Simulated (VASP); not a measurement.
# ZnCu2SnSe4 (I-4) in VASP: single point with PBE

Aim: the single point of ZnCu2SnSe4 with PBE.

Everything below comes from runs of VASP 6.6.1. Logs are shortened: lines on timing, memory, paths and dates and some standing lists are left out, and cuts for length are marked.

## (1) The cell of the first run

The structure is tetragonal, space group I-4 (No. 82). Conventional cell: a = 5.771 Å, b = 5.771 Å, c = 11.480 Å, α = 90.00°, β = 90.00°, γ = 90.00°. Within 3.3 Å of Zn (site symmetry -4) lie 4 Se at 2.49 Å. Within 3.2 Å of Cu (site symmetry -4) lie 4 Se at 2.44 Å. Cu (site symmetry -4) has 4 Se at 2.44 Å within 3.2 Å. Sn (site symmetry -4) has 4 Se at 2.62 Å within 3.4 Å. Within 3.2 Å of Se (site symmetry 1) lie 2 Cu at 2.44 Å and 1 Zn at 2.49 Å and 1 Sn at 2.62 Å.

## (2) Single point, PBE

Contents of INCAR:

```
  ALGO = Normal
  EDIFF = 1E-7
  ENCUT = 520
  GGA = PE
  ISIF = 2
  ISMEAR = 0
  LASPH = True
  LCHARG = False
  LREAL = False
  LWAVE = False
  NBANDS = 46
  NELM = 100
  PREC = Accurate
  SIGMA = 0.1
```

Contents of KPOINTS:

```
k-points
0
Gamma
  4 4 4
```

Contents of POSCAR:

```
ZnCu2SnSe4
1.0
   -2.8856370000      2.8856370000      5.7398310000
    2.8856370000     -2.8856370000      5.7398310000
    2.8856370000      2.8856370000     -5.7398310000
Zn Cu Sn Se
1 2 1 4
Direct
    0.7500000000      0.2500000000      0.5000000000
    0.2500000000      0.7500000000      0.5000000000
    0.0000000000      0.0000000000      0.0000000000
    0.5000000000      0.5000000000      0.0000000000
    0.6297540000      0.6365340000      0.5262470000
    0.1102870000      0.1035070000      0.4737530000
    0.8964930000      0.3702460000      0.0067800000
    0.3634660000      0.8897130000      0.9932200000
```

Potentials or basis: VASP PAW PBE potentials, release 64 (Zn, Cu, Sn_d, Se).

Started as:

```console
$ cat potpaw_PBE.64/Zn/POTCAR potpaw_PBE.64/Cu/POTCAR potpaw_PBE.64/Sn_d/POTCAR potpaw_PBE.64/Se/POTCAR > POTCAR
$ mpirun -np 1 vasp_std > vasp.out
```

OUTCAR:

```text
EDIFF = 1E-7
   ENCUT = 520
   GGA = PE
   ISIF = 2
   ISMEAR = 0
   LASPH = True
   LREAL = False
   NELM = 100
   PREC = Accurate

 ion  position               nearest neighbor table
   1  0.750  0.250  0.500-   7 2.49   5 2.49   6 2.49   8 2.49
   2  0.250  0.750  0.500-   5 2.44   6 2.44   8 2.44   7 2.44
   3  0.000  0.000  0.000-   5 2.44   6 2.44   7 2.44   8 2.44
   4  0.500  0.500  0.000-   5 2.62   8 2.62   7 2.62   6 2.62
   5  0.630  0.637  0.526-   2 2.44   3 2.44   1 2.49   4 2.62
   6  0.110  0.104  0.474-   2 2.44   3 2.44   1 2.49   4 2.62
   7  0.896  0.370  0.007-   2 2.44   3 2.44   1 2.49   4 2.62
   8  0.363  0.890  0.993-   2 2.44   3 2.44   1 2.49   4 2.62

  LATTYP: Found a body centered tetragonal cell.
 ALAT       =     5.7712740000
 C/A-ratio  =     1.9891036191

  Lattice vectors:

 A1 = (  -2.8856370000,   2.8856370000,   5.7398310000)
 A2 = (   2.8856370000,  -2.8856370000,   5.7398310000)
 A3 = (   2.8856370000,   2.8856370000,  -5.7398310000)

Analysis of symmetry for initial positions (statically):
=====================================================================
 Subroutine PRICEL returns:
 Original cell was already a primitive cell.

 Routine SETGRP: Setting up the symmetry group for a
 body centered tetragonal supercell.

 Subroutine GETGRP returns: Found  4 space group operations
 (whereof  4 operations were pure point group operations)
 out of a pool of 16 trial point group operations.

The static configuration has the point symmetry S_4 .

Analysis of symmetry for dynamics (positions and initial velocities):
=====================================================================
 Subroutine PRICEL returns:
 Original cell was already a primitive cell.

 Routine SETGRP: Setting up the symmetry group for a
 body centered tetragonal supercell.

 Subroutine GETGRP returns: Found  4 space group operations
 (whereof  4 operations were pure point group operations)
 out of a pool of 16 trial point group operations.

The dynamic configuration has the point symmetry S_4 .

 Subroutine INISYM returns: Found  4 space group operations
 (whereof  4 operations are pure point group operations),
 and found     1 'primitive' translations

----------------------------------------------------------------------------------------

                                     Primitive cell

  volume of cell :     191.1800

  direct lattice vectors                    reciprocal lattice vectors
    -2.885637000  2.885637000  5.739831000     0.000000000  0.173271967  0.087110579
     2.885637000 -2.885637000  5.739831000     0.173271967  0.000000000  0.087110579
     2.885637000  2.885637000 -5.739831000     0.173271967  0.173271967  0.000000000

  length of vectors
     7.042688528  7.042688528  7.042688528     0.193936659  0.193936659  0.245043566

  position of ions in fractional coordinates (direct lattice)
     0.750000000  0.250000000  0.500000000
     0.250000000  0.750000000  0.500000000
     0.000000000  0.000000000  0.000000000
     0.500000000  0.500000000  0.000000000
     0.629754000  0.636534000  0.526247000
     0.110287000  0.103507000  0.473753000
     0.896493000  0.370246000  0.006780000
     0.363466000  0.889713000  0.993220000

  ion indices of the primitive-cell ions
   primitive index   ion index
                 1           1
                 2           2
                 3           3
                 4           4
                 5           5
                 6           6
                 7           7
                 8           8

----------------------------------------------------------------------------------------

 KPOINTS: k-points

Automatic generation of k-mesh.
 Grid dimensions read from file:
 generate k-points for:    4    4    4

 Generating k-lattice:

  Cartesian coordinates                     Fractional coordinates (reciprocal lattice)
     0.000000000  0.043317992  0.021777645     0.250000000 -0.000000000  0.000000000
     0.043317992  0.000000000  0.021777645    -0.000000000  0.250000000  0.000000000
     0.043317992  0.043317992  0.000000000     0.000000000  0.000000000  0.250000000

  Length of vectors
     0.048484165  0.048484165  0.061260892

  Shift w.r.t. Gamma in fractional coordinates (k-lattice)
     0.000000000  0.000000000  0.000000000

 Subroutine IBZKPT returns following result:
 ===========================================

 Found     14 irreducible k-points:

 Following reciprocal coordinates:
            Coordinates               Weight
  0.000000  0.000000  0.000000      1.000000
  0.250000  0.000000  0.000000      8.000000
  0.500000  0.000000  0.000000      4.000000
  0.250000  0.250000  0.000000      8.000000
  0.500000  0.250000  0.000000      8.000000
  0.500000 -0.250000 -0.250000      8.000000
 -0.250000  0.250000  0.000000      4.000000
  0.500000  0.500000  0.000000      2.000000
  0.250000  0.250000  0.250000      2.000000
 -0.250000  0.250000  0.250000      4.000000
  0.500000  0.500000  0.250000      4.000000
 -0.250000  0.500000  0.250000      8.000000
 -0.250000 -0.250000  0.250000      2.000000
  0.500000  0.500000  0.500000      1.000000
   k-points           NKPTS =     14   k-points in BZ     NKDIM =     14   number of bands    NBANDS=     46
   number of dos      NEDOS =    301   number of ions     NIONS =      8
   total plane-waves  NPLWV = 157464
   dimension x,y,z NGX =    54 NGY =   54 NGZ =   54
   dimension x,y,z NGXF=   108 NGYF=  108 NGZF=  108
   ions per type =               1   2   1   4
   NGX,Y,Z   is equivalent  to a cutoff of  12.75, 12.75, 12.75 a.u.
   NGXF,Y,Z  is equivalent  to a cutoff of  25.49, 25.49, 25.49 a.u.
 SYSTEM =  unknown system
   PREC   = accura    normal or accurate (medium, high low for compatibility)
   ISTART =      0    job   : 0-new  1-cont  2-samecut
   ICHARG =      2    charge: 1-file 2-atom 10-const
   ISPIN  =      1    spin polarized calculation?
   LNONCOLLINEAR =      F non collinear calculations
   LSORBIT =      F    spin-orbit coupling
   LASPH  =      T    aspherical Exc in radial PAW
   ENCUT  =  520.0 eV  38.22 Ry    6.18 a.u.  13.09 13.09 13.09*2*pi/ulx,y,z
   NELM   =    100;   NELMIN=  2; NELMDL= -5     # of ELM steps
   EDIFF  = 0.1E-06   stopping-criterion for ELM
   LREAL  =      F    real-space projection
   EDIFFG = 0.1E-05   stopping-criterion for IOM
   NSW    =      0    number of steps for IOM
   IBRION =     -1    ionic relax: 0-MD 1-quasi-New 2-CG
   NFREE  =      0    steps in history (QN), initial steepest desc. (CG)
   ISIF   =      2    stress and relaxation
   ISYM   =      2    0-nonsym 1-usesym 2-fastsym
   POTIM  = 0.5000    time-step for ionic-motion
   TEBEG  =    0.0;   TEEND  =   0.0 temperature during run
   PSTRESS=    0.0 pullay stress
   NELECT =      72.0000    total number of electrons
   NUPDOWN=      -1.0000    fix difference up-down
   EMIN   =  10.00;   EMAX   =-10.00  energy-range for DOS
   EFERMI =   0.00;   METHOD = LEGACY
   ISMEAR =     0;   SIGMA  =   0.10  broadening in eV -4-tet -1-fermi 0-gaus
   EFERMI_NEDOS =   21; number of points for ismear=-14 and -15
   IALGO  =     38    algorithm
   IMIX   =      4    mixing-type and parameters
     AMIX     =   0.40;   BMIX     =  1.00
     AMIX_MAG =   1.60;   BMIX_MAG =  1.00
  volume/ion in A,a.u.               =      23.90       161.27
  Fermi-wavevector in a.u.,A,eV,Ry     =   1.182238  2.234105 19.016675  1.397686
  Thomas-Fermi vector in A             =   2.318496
   LORBIT       =      0    0 simple, 1 ext, 2 COOP (PROOUT), +10 PAW based schemes
   GGA     = PE    functional components
   LHFCALC =     F    Hartree Fock is set to
   AEXX    =    0.0000 exact exchange contribution
   IVDW    =     0    specifies the selected vdW correction
   LEPSILON=     F    determine dielectric tensor
   LRPA    =     F    only Hartree local field effects (RPA)
 non-spin polarized calculation
 Gauss-broadening in eV      SIGMA  =   0.10
  energy-cutoff  :      520.00
  volume of cell :      191.18
 maximum number of plane-waves:      5186
 NGX is ok and might be reduce to    54
   NGX = 27   NGY = 27   NGZ = 27

 number of electron      71.9999970 magnetization

 Free energy of the ion-electron system (eV)
  ---------------------------------------------------
  ext. energy  EPLUGINS =         0.00000000
  ---------------------------------------------------
  free energy    TOTEN  =       -29.58348314 eV

  energy without entropy =      -29.58090144  energy(sigma->0) =      -29.58219229

 E-fermi :   3.6205     XC(G=0):  -9.3016

 val. band max:        3.5735264909   @ k =   0.0000   0.0000   0.0000
 cond. band min:       3.6213183898   @ k =   0.0000   0.0000   0.0000
 fundamental gap:      0.0477918989
 Fermi energy:         3.6205157357

 k-point     1 :       0.0000    0.0000    0.0000
  band No.  band energies     occupation
      1     -18.5675      2.00000
      2     -18.5652      2.00000
      3     -18.5652      2.00000
      4     -18.5171      2.00000
      5     -18.5149      2.00000
      6     -10.5187      2.00000
[... 38 lines left out ...]
     45       8.6854      0.00000
     46       8.9628      0.00000

 k-point     2 :       0.2500    0.0000    0.0000
  band No.  band energies     occupation
      1     -18.5677      2.00000
      2     -18.5653      2.00000
      3     -18.5652      2.00000
      4     -18.5170      2.00000
      5     -18.5149      2.00000
      6     -10.3532      2.00000
[... 38 lines left out ...]
     45       8.6987      0.00000
     46       9.2387      0.00000

 k-point     3 :       0.5000    0.0000    0.0000
  band No.  band energies     occupation
      1     -18.5678      2.00000
      2     -18.5654      2.00000
      3     -18.5652      2.00000
      4     -18.5169      2.00000
      5     -18.5148      2.00000
      6     -10.0246      2.00000
[... 528 lines left out ...]
     45       8.8413      0.00000
     46       8.8413      0.00000

 k-point    14 :       0.5000    0.5000    0.5000
  band No.  band energies     occupation
      1     -18.5676      2.00000
      2     -18.5651      2.00000
      3     -18.5651      2.00000
      4     -18.5171      2.00000
      5     -18.5149      2.00000
      6     -10.0948      2.00000
[... 38 lines left out ...]
     45       9.6758      0.00000
     46       9.6758      0.00000

------------------------ aborting loop because EDIFF is reached ----------------------------------------

  FORCE on cell =-STRESS in cart. coord.  units (eV):
  Direction    XX          YY          ZZ          XY          YZ          ZX
  --------------------------------------------------------------------------------------
  -------------------------------------------------------------------------------------
  Total        0.3032532      0.3032532      0.4437552     -0.0000001      0.0000000      0.0000000
  in kB        2.5414030      2.5414030      3.7188751     -0.0000007      0.0000000      0.0000000
  external PRESSURE =       2.9338937 kB  Pullay stress =       0.0000000 kB

 VOLUME and BASIS-vectors are now :
 -----------------------------------------------------------------------------
  energy-cutoff  :      520.00
  volume of cell :      191.18
      direct lattice vectors                 reciprocal lattice vectors
    -2.885637000  2.885637000  5.739831000     0.000000000  0.173271967  0.087110579
     2.885637000 -2.885637000  5.739831000     0.173271967  0.000000000  0.087110579
     2.885637000  2.885637000 -5.739831000     0.173271967  0.173271967  0.000000000

 POSITION                                       TOTAL-FORCE (eV/Angst)
 -----------------------------------------------------------------------------------
     -0.00000      2.88564      2.86992         0.000000     -0.000000      0.000000
      2.88564     -0.00000      2.86992        -0.000000     -0.000000      0.000000
      0.00000      0.00000      0.00000         0.000000     -0.000000      0.000000
      0.00000      0.00000      5.73983         0.000000     -0.000000      0.000000
      1.53812      1.49899      4.24771         0.092589     -0.010623     -0.023509
      1.34751      1.38664     -1.49212        -0.092589      0.010623     -0.023509
     -1.49899      1.53812      7.23195         0.010623      0.092589      0.023509
      4.38463      1.34751      1.49212        -0.010623     -0.092589      0.023509
 -----------------------------------------------------------------------------------
    total drift:                                0.000011      0.000011      0.000012

  FREE ENERGIE OF THE ION-ELECTRON SYSTEM (eV)
  ---------------------------------------------------
  free  energy   TOTEN  =       -29.5834831351 eV

  energy  without entropy=      -29.5809014388  energy(sigma->0) =      -29.58219229
```

Wall time 6.1 min (1 thread of Oxide Virtual Turin-like, shared host); peak memory 0.44 GiB.

What came out:

- Free energy: -29.5835 eV
- Pressure: 0.3 GPa
- Largest force: 0.096 eV/Å
- Band gap on the k mesh: 0.05 eV, direct

Forces in eV/Å, atoms in the order of the input:
```
Zn   0.000  0.000  0.000
Cu   0.000  0.000  0.000
Cu   0.000  0.000  0.000
Sn   0.000  0.000  0.000
Se   0.093 -0.011 -0.024
Se  -0.093  0.011 -0.024
Se   0.011  0.093  0.024
Se  -0.011 -0.093  0.024
```

Stress tensor (GPa, compression positive):
```
0.25 0.00 0.00
0.00 0.25 0.00
0.00 0.00 0.37
```

Levels at points of the mesh, in eV from the valence-band top:
```csv
k point,band 33,band 34,band 35,band 36,band 37,band 38,band 39,band 40
"(0.00, 0.00, 0.00)",-1.45,-0.24,0.00,0.00,0.05,1.79,2.31,3.43
"(0.50, 0.00, 0.00)",-1.16,-1.09,-1.02,-0.51,1.31,2.81,2.92,3.82
"(0.50, 0.50, 0.00)",-0.82,-0.70,-0.49,-0.35,0.20,1.83,2.62,3.69
"(0.50, 0.50, 0.50)",-1.06,-1.06,-0.83,-0.83,0.91,1.86,1.86,2.08
```

Caveat: spin-orbit coupling is left out, which moves the levels of the heavy elements. A k mesh can miss the band edges.
